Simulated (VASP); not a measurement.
# MgZn7O8 (P1) in VASP: single point with HSE06

Aim: the single point of MgZn7O8 with HSE06.

Program: VASP 6.6.1. These are calculated values, not measurements. Logs are shortened: lines on timing, memory, paths and dates and some standing lists are left out, and cuts for length are marked.

### 1 The cell of the first run

The typed cell holds 64 atoms: a = 8.518 Å, b = 8.518 Å, c = 8.518 Å, α = 90.00°, β = 90.00°, γ = 90.00°.

### 2 Single point, HSE06

POSCAR

```
MgZn7O8
1.0
    8.5180680000      0.0000000000      0.0000000000
    0.0000000000      8.5180680000      0.0000000000
    0.0000000000      0.0000000000      8.5180680000
O Zn Mg
32 28 4
Direct
    0.2494160000      0.9998390000      0.9983550000
    0.2498360000      0.0002270000      0.5022730000
    0.2499050000      0.4999170000      0.0000630000
    0.2479870000      0.4995840000      0.5003350000
    0.7499930000      0.0000850000      0.0001460000
    0.7500180000      0.0015570000      0.5005860000
    0.7499560000      0.4995440000      0.9999730000
    0.7519820000      0.4977960000      0.5005780000
    0.9996350000      0.2502690000      0.0005120000
    0.9978520000      0.2518680000      0.5001670000
    0.9996620000      0.7496100000      0.0005510000
    0.9995450000      0.7482050000      0.4999540000
    0.4998730000      0.2498780000      0.0005080000
    0.5015630000      0.2501910000      0.5002030000
    0.5000710000      0.7498870000      0.0022280000
    0.5001000000      0.7494270000      0.4983580000
    0.0001470000      0.9999080000      0.2503140000
    0.0016720000      0.9998400000      0.7504600000
    0.9999580000      0.5002510000      0.2519020000
    0.0000910000      0.4999560000      0.7486230000
    0.4994460000      0.9979190000      0.2501130000
    0.4978240000      0.9993310000      0.7502210000
    0.5001320000      0.5018080000      0.2503320000
    0.4995810000      0.5001620000      0.7503270000
    0.2501330000      0.2498680000      0.2500130000
    0.2498120000      0.2479930000      0.7503440000
    0.2517600000      0.7501050000      0.2504530000
    0.2499890000      0.7517620000      0.7502860000
    0.7495170000      0.2495570000      0.2519780000
    0.7493410000      0.2493100000      0.7486720000
    0.7479960000      0.7500850000      0.2500840000
    0.7498190000      0.7499320000      0.7503930000
    0.9996540000      0.9999490000      0.0003350000
    0.9998140000      0.9998430000      0.5003820000
    0.9998970000      0.4998180000      0.0002630000
    0.4998800000      0.9998430000      0.0003150000
    0.4997610000      0.9997430000      0.5002490000
    0.4999640000      0.4997900000      0.0002950000
    0.4998780000      0.4998410000      0.5002990000
    0.2497450000      0.2498990000      0.0002570000
    0.2498330000      0.2498760000      0.5001960000
    0.2497720000      0.7498870000      0.0002620000
    0.2499460000      0.7499050000      0.5003450000
    0.7497720000      0.2498090000      0.0004430000
    0.7498650000      0.7497340000      0.0003060000
    0.7498270000      0.7497060000      0.5003980000
    0.2497240000      0.9998910000      0.2502220000
    0.2499240000      0.4998660000      0.2501080000
    0.2499060000      0.4997760000      0.7503090000
    0.7499150000      0.9996680000      0.2502000000
    0.7497220000      0.9996700000      0.7503980000
    0.7500060000      0.4998770000      0.2502230000
    0.7497530000      0.4997140000      0.7502950000
    0.9998190000      0.2499410000      0.2502920000
    0.9996470000      0.2499760000      0.7503840000
    0.9998510000      0.7500340000      0.2501590000
    0.9997810000      0.7498750000      0.7503660000
    0.4997870000      0.2498580000      0.2502310000
    0.4997690000      0.2498070000      0.7504280000
    0.4998720000      0.7497010000      0.7504250000
    0.0002280000      0.5002410000      0.5002790000
    0.7494310000      0.2494230000      0.5003010000
    0.2498110000      0.9998670000      0.7503860000
    0.4998620000      0.7498480000      0.2502290000
```

INCAR.step1

```
SYSTEM = MgZn7O8
  PREC = Accurate
  ENCUT = 520
  EDIFF = 1E-5
  ISMEAR = -1
  SIGMA = 0.05
  LREAL = Auto
  LASPH = .TRUE.
  NELM = 100
  ALGO = Normal
  ISIF = 2
  LWAVE = .TRUE.
  LCHARG = .FALSE.
  GGA = PE
  NBANDS = 306
  LUSENCCL = .FALSE.
```

INCAR.step2

```
SYSTEM = MgZn7O8
  PREC = Accurate
  ENCUT = 520
  EDIFF = 1E-6
  ISMEAR = -1
  SIGMA = 0.05
  LREAL = Auto
  LASPH = .TRUE.
  NELM = 100
  ALGO = Normal
  ISIF = 2
  LWAVE = .FALSE.
  LCHARG = .FALSE.
  GGA = PE
  LHFCALC = .TRUE.
  HFSCREEN = 0.2079
  PRECFOCK = Fast
  ISTART = 1
  NBANDS = 306
  LUSENCCL = .FALSE.
```

KPOINTS

```
Automatic mesh
0
G
  1 1 1
  0 0 0
```

Potentials or basis: VASP PAW PBE potentials, release 64 (O, Zn, Mg).

Launch:

```console
cat potpaw_PBE.64/O/POTCAR potpaw_PBE.64/Zn/POTCAR potpaw_PBE.64/Mg/POTCAR > POTCAR
cp INCAR.step1 INCAR
mpirun -np 1 vasp_gam > vasp.out
cp INCAR.step2 INCAR
mpirun -np 1 vasp_gam > vasp.out
```

OUTCAR:

```text
SYSTEM = MgZn7O8
   PREC = Accurate
   ENCUT = 520
   EDIFF = 1E-6
   ISMEAR = -1
   LREAL = Auto
   LASPH = .TRUE.
   NELM = 100
   ISIF = 2
   GGA = PE
   LHFCALC = .TRUE.
   HFSCREEN = 0.2079
   PRECFOCK = Fast
   ISTART = 1

 ion  position               nearest neighbor table
   1  0.249  1.000  0.998-  63 2.11  33 2.13  42 2.13  40 2.13  36 2.13  47 2.15
   2  0.250  0.000  0.502-  63 2.11  41 2.13  37 2.13  34 2.13  43 2.13  47 2.15
   3  0.250  0.500  0.000-  49 2.13  42 2.13  35 2.13  40 2.13  48 2.13  38 2.13
   4  0.248  0.500  0.500-  61 2.11  41 2.13  49 2.13  48 2.13  43 2.13  39 2.15
   5  0.750  0.000  0.000-  33 2.13  44 2.13  51 2.13  50 2.13  36 2.13  45 2.13
   6  0.750  0.002  0.501-  62 2.11  34 2.13  51 2.13  37 2.13  50 2.13  46 2.15
[... 76 lines left out ...]
  58  0.500  0.250  0.250-  25 2.13  13 2.13  29 2.13  14 2.13  21 2.15  23 2.15  62 3.01  44 3.01
                            38 3.01  48 3.01  41 3.01  36 3.01  40 3.01  47 3.01  39 3.01  37 3.01
  59  0.500  0.250  0.750-  30 2.13  26 2.13  13 2.13  14 2.13  24 2.13  22 2.13  62 3.01  49 3.01
                            38 3.01  36 3.01  40 3.01  53 3.01  63 3.01  44 3.01  51 3.01  39 3.01
  60  0.500  0.750  0.750-  24 2.13  22 2.13  28 2.13  32 2.13  15 2.14  16 2.15  38 3.01  51 3.01
                            53 3.01  45 3.01  49 3.01  42 3.01  46 3.01  39 3.01  43 3.01  36 3.01
  61  0.000  0.500  0.500-   4 2.11  12 2.11   8 2.11  20 2.12  19 2.12  10 2.12  43 3.01  49 3.01
                            57 3.01  46 3.01  48 3.01  56 3.01  41 3.01  52 3.01  54 3.01  55 3.01
  62  0.749  0.249  0.500-   6 2.11  14 2.11  29 2.12  30 2.12   8 2.12  10 2.12  37 3.01  58 3.01
                            59 3.01  51 3.01  50 3.01  34 3.01  39 3.01  53 3.01  55 3.01  54 3.01
  63  0.250  1.000  0.750-   1 2.11  22 2.11  28 2.11   2 2.11  26 2.11  18 2.11  42 3.01  59 3.01
                            40 3.01  36 3.01  34 3.01  43 3.01  57 3.01  37 3.01  33 3.01  41 3.01
  64  0.500  0.750  0.250-  15 2.11  23 2.11  21 2.11  27 2.11  16 2.11  31 2.11  50 3.01  36 3.01
                            37 3.01  48 3.01  45 3.01  38 3.01  43 3.01  42 3.01  39 3.01  52 3.01

  LATTYP: Found a simple cubic cell.
 ALAT       =     8.5180680000

  Lattice vectors:

 A1 = (   8.5180680000,   0.0000000000,   0.0000000000)
 A2 = (   0.0000000000,   8.5180680000,   0.0000000000)
 A3 = (   0.0000000000,   0.0000000000,   8.5180680000)

Analysis of symmetry for initial positions (statically):
=====================================================================
 Subroutine PRICEL returns:
 Original cell was already a primitive cell.

 Routine SETGRP: Setting up the symmetry group for a
 simple cubic supercell.

 Subroutine GETGRP returns: Found  1 space group operations
 (whereof  1 operations were pure point group operations)
 out of a pool of 48 trial point group operations.

The static configuration has the point symmetry C_1 .

Analysis of symmetry for dynamics (positions and initial velocities):
=====================================================================
 Subroutine PRICEL returns:
 Original cell was already a primitive cell.

 Routine SETGRP: Setting up the symmetry group for a
 simple cubic supercell.

 Subroutine GETGRP returns: Found  1 space group operations
 (whereof  1 operations were pure point group operations)
 out of a pool of 48 trial point group operations.

The dynamic configuration has the point symmetry C_1 .

 Subroutine INISYM returns: Found  1 space group operations
 (whereof  1 operations are pure point group operations),
 and found     1 'primitive' translations

----------------------------------------------------------------------------------------

                                     Primitive cell

  volume of cell :     618.0496

  direct lattice vectors                    reciprocal lattice vectors
     8.518068000  0.000000000  0.000000000     0.117397513  0.000000000  0.000000000
     0.000000000  8.518068000  0.000000000     0.000000000  0.117397513  0.000000000
     0.000000000  0.000000000  8.518068000     0.000000000  0.000000000  0.117397513

  length of vectors
     8.518068000  8.518068000  8.518068000     0.117397513  0.117397513  0.117397513
[... 164 lines left out ...]
   number of dos      NEDOS =    301   number of ions     NIONS =     64
   total plane-waves  NPLWV = 262144
   dimension x,y,z NGX =    64 NGY =   64 NGZ =   64
   dimension x,y,z NGXF=   128 NGYF=  128 NGZF=  128
   ions per type =              32  28   4
   NGX,Y,Z   is equivalent  to a cutoff of  12.49, 12.49, 12.49 a.u.
   NGXF,Y,Z  is equivalent  to a cutoff of  24.98, 24.98, 24.98 a.u.
 SYSTEM =  MgZn7O8
   PREC   = accura    normal or accurate (medium, high low for compatibility)
   ISTART =      1    job   : 0-new  1-cont  2-samecut
   ICHARG =      0    charge: 1-file 2-atom 10-const
   ISPIN  =      1    spin polarized calculation?
   LNONCOLLINEAR =      F non collinear calculations
   LSORBIT =      F    spin-orbit coupling
   LASPH  =      T    aspherical Exc in radial PAW
   ENCUT  =  520.0 eV  38.22 Ry    6.18 a.u.  15.84 15.84 15.84*2*pi/ulx,y,z
   NELM   =    100;   NELMIN=  2; NELMDL=  0     # of ELM steps
   EDIFF  = 0.1E-05   stopping-criterion for ELM
   LREAL  =      T    real-space projection
   EDIFFG = 0.1E-04   stopping-criterion for IOM
   NSW    =      0    number of steps for IOM
   IBRION =     -1    ionic relax: 0-MD 1-quasi-New 2-CG
   NFREE  =      0    steps in history (QN), initial steepest desc. (CG)
   ISIF   =      2    stress and relaxation
   ISYM   =      3    0-nonsym 1-usesym 2-fastsym
   POTIM  = 0.5000    time-step for ionic-motion
   TEBEG  =    0.0;   TEEND  =   0.0 temperature during run
   PSTRESS=    0.0 pullay stress
   NELECT =     536.0000    total number of electrons
   NUPDOWN=      -1.0000    fix difference up-down
   EMIN   =  10.00;   EMAX   =-10.00  energy-range for DOS
   EFERMI =   0.00;   METHOD = LEGACY
   ISMEAR =    -1;   SIGMA  =   0.05  broadening in eV -4-tet -1-fermi 0-gaus
   EFERMI_NEDOS =   21; number of points for ismear=-14 and -15
   IALGO  =     38    algorithm
   IMIX   =      1    mixing-type and parameters
     AMIX     =   0.40;   BMIX     =  1.00
     AMIX_MAG =   1.60;   BMIX_MAG =  1.00
  volume/ion in A,a.u.               =       9.66        65.17
  Fermi-wavevector in a.u.,A,eV,Ry     =   1.561188  2.950218 33.161607  2.437309
  Thomas-Fermi vector in A             =   2.664290
   LORBIT       =      0    0 simple, 1 ext, 2 COOP (PROOUT), +10 PAW based schemes
   GGA     = PE    functional components
   LHFCALC =     T    Hartree Fock is set to
   PRECFOCK=fast      Normal, Fast or Accurate (Low or Medium for compatibility)
   ENCUT4O =  -1.0   cutoff for four orbital integrals eV
   NKREDX  =     1    reduce k-point grid by
   NKREDY  =     1    reduce k-point grid by
   NKREDZ  =     1    reduce k-point grid by
   AEXX    =    0.2500 exact exchange contribution
   HFSCREEN=    0.2079 screening length (either q_TF or 0.3 A-1)
   HFSCREENC=   0.2079 screening length for correlation (either q_TF or 0.3 A-1)
   ENCUTFOCK=  -1.0 apply spherical cutoff to Coloumb kernel
   IVDW    =     0    specifies the selected vdW correction
   LEPSILON=     F    determine dielectric tensor
   LRPA    =     F    only Hartree local field effects (RPA)
 non-spin polarized calculation
  energy-cutoff  :      520.00
  volume of cell :      618.05
 maximum number of plane-waves:      8332
 NGX is ok and might be reduce to    64
  NGX = 32; NGY = 32; NGZ = 32

 number of electron     536.0000942 magnetization

 Free energy of the ion-electron system (eV)
  ---------------------------------------------------
  ext. energy  EPLUGINS =         0.00000000
  ---------------------------------------------------
  free energy    TOTEN  =      -367.92638743 eV

  energy without entropy =     -367.92638743  energy(sigma->0) =     -367.92638743

 E-fermi :   3.0319     XC(G=0):  -9.9396

 val. band max:        1.6957728226   @ k =   0.0000   0.0000   0.0000
 cond. band min:       4.7183402594   @ k =   0.0000   0.0000   0.0000
 fundamental gap:      3.0225674368
 Fermi energy:         3.0318630834

 k-point     1 :       0.0000    0.0000    0.0000
  band No.  band energies     occupation
      1     -18.3617      2.00000
      2     -17.5938      2.00000
      3     -17.5925      2.00000
      4     -17.5755      2.00000
      5     -17.5574      2.00000
      6     -17.5209      2.00000
[... 272 lines left out ...]
    279       9.1401      0.00000
    280       9.1402      0.00000
 [bands above 280 left out]

------------------------ aborting loop because EDIFF is reached ----------------------------------------

  FORCE on cell =-STRESS in cart. coord.  units (eV):
  Direction    XX          YY          ZZ          XY          YZ          ZX
  --------------------------------------------------------------------------------------
  -------------------------------------------------------------------------------------
  Total        8.3361788      8.3321450      8.2545977      0.0782253      0.0200060     -0.0165688
  in kB       21.6099765     21.5995196     21.3984929      0.2027845      0.0518617     -0.0429516
  external PRESSURE =      21.5359963 kB  Pullay stress =       0.0000000 kB

 VOLUME and BASIS-vectors are now :
 -----------------------------------------------------------------------------
  energy-cutoff  :      520.00
  volume of cell :      618.05
      direct lattice vectors                 reciprocal lattice vectors
     8.518068000  0.000000000  0.000000000     0.117397513  0.000000000  0.000000000
     0.000000000  8.518068000  0.000000000     0.000000000  0.117397513  0.000000000
     0.000000000  0.000000000  8.518068000     0.000000000  0.000000000  0.117397513

 POSITION                                       TOTAL-FORCE (eV/Angst)
 -----------------------------------------------------------------------------------
      2.12454      8.51670      8.50406         0.008895      0.013174     -0.118832
      2.12812      0.00193      4.27840        -0.034482      0.012734      0.116800
      2.12871      4.25833      0.00054        -0.031321     -0.009984     -0.015098
      2.11237      4.25549      4.26189        -0.124454     -0.010965      0.022320
      6.38849      0.00072      0.00124         0.006553      0.021580     -0.019011
      6.38870      0.01326      4.26403         0.010206      0.125283      0.006218
[... 56 lines left out ...]
      2.12791      8.51694      6.39184        -0.003945      0.000457      0.005357
      4.25786      6.38726      2.13147        -0.000130      0.000052     -0.004934
 -----------------------------------------------------------------------------------
    total drift:                                0.022753      0.015157     -0.026405

  FREE ENERGIE OF THE ION-ELECTRON SYSTEM (eV)
  ---------------------------------------------------
  free  energy   TOTEN  =      -367.9263874296 eV

  energy  without entropy=     -367.9263874295  energy(sigma->0) =     -367.92638743
```

It took 7 min on 1 × NVIDIA H100 80GB with 1 thread of AMD EPYC 7R13 (Zen 3), shared host; peak memory 1.5 GiB.

Results:

```
Free energy            : -367.9264 eV
Pressure               : 2.2 GPa
Largest force          : 0.186 eV/Å
Band gap on the k mesh : 3.02 eV
```

Forces on the atoms (eV/Å):
```
O    0.009  0.013 -0.119
O   -0.034  0.013  0.117
O   -0.031 -0.010 -0.015
O   -0.124 -0.011  0.022
O    0.007  0.022 -0.019
O    0.010  0.125  0.006
O    0.023 -0.024  0.000
O    0.129 -0.131 -0.002
O   -0.024  0.017  0.003
O   -0.135  0.128 -0.006
O   -0.003 -0.020  0.017
O   -0.008 -0.128 -0.009
O    0.025  0.006  0.015
O    0.128  0.007 -0.026
O   -0.001 -0.015  0.122
O    0.022 -0.008 -0.120
O    0.017 -0.030  0.014
O    0.122 -0.010 -0.022
O    0.006  0.011  0.115
O    0.022  0.012 -0.116
O   -0.008 -0.119  0.009
O   -0.119 -0.005  0.015
O   -0.025  0.119  0.002
O   -0.020  0.014 -0.011
O    0.018 -0.028  0.024
O    0.019 -0.123 -0.007
O    0.121  0.011 -0.016
O    0.012  0.116 -0.002
O   -0.018 -0.004  0.117
O    0.009 -0.003 -0.116
O   -0.123  0.004  0.024
O   -0.029  0.025 -0.012
Zn   0.027 -0.002 -0.022
Zn   0.003  0.029  0.018
Zn  -0.001  0.007  0.000
Zn  -0.027 -0.019 -0.003
Zn   0.001  0.000  0.001
Zn  -0.005  0.023  0.020
Zn   0.023 -0.002 -0.020
Zn   0.002 -0.023 -0.019
Zn  -0.026  0.000  0.022
Zn   0.022  0.019  0.002
Zn  -0.002  0.001 -0.002
Zn  -0.001  0.000 -0.006
Zn  -0.018  0.002  0.014
Zn   0.000 -0.020 -0.023
Zn   0.024 -0.016 -0.009
Zn   0.004  0.023  0.014
Zn  -0.019  0.003 -0.010
Zn  -0.025  0.007  0.016
Zn   0.002  0.019 -0.010
Zn  -0.002 -0.005  0.040
Zn   0.025 -0.020 -0.035
Zn  -0.019  0.021  0.038
Zn   0.001 -0.006 -0.040
Zn   0.003 -0.021  0.013
Zn   0.022  0.002 -0.008
Zn   0.018 -0.001  0.011
Zn  -0.006 -0.021 -0.013
Zn  -0.020  0.024  0.005
Mg  -0.022 -0.022  0.000
Mg   0.022  0.022  0.001
Mg  -0.004  0.000  0.005
Mg   0.000  0.000 -0.005
```

Levels at points of the mesh, in eV from the valence-band top:
| k point | band 265 | band 266 | band 267 | band 268 | band 269 | band 270 | band 271 | band 272 |
| --- | --- | --- | --- | --- | --- | --- | --- | --- |
| (0.00, 0.00, 0.00) | 0.00 | 0.00 | 0.00 | 0.00 | 3.02 | 6.55 | 6.55 | 6.59 |

Caveat: the k points lie up to 0.74 Å⁻¹ apart; the PAW data sets were made with another functional, which shifts forces and pressure a little.
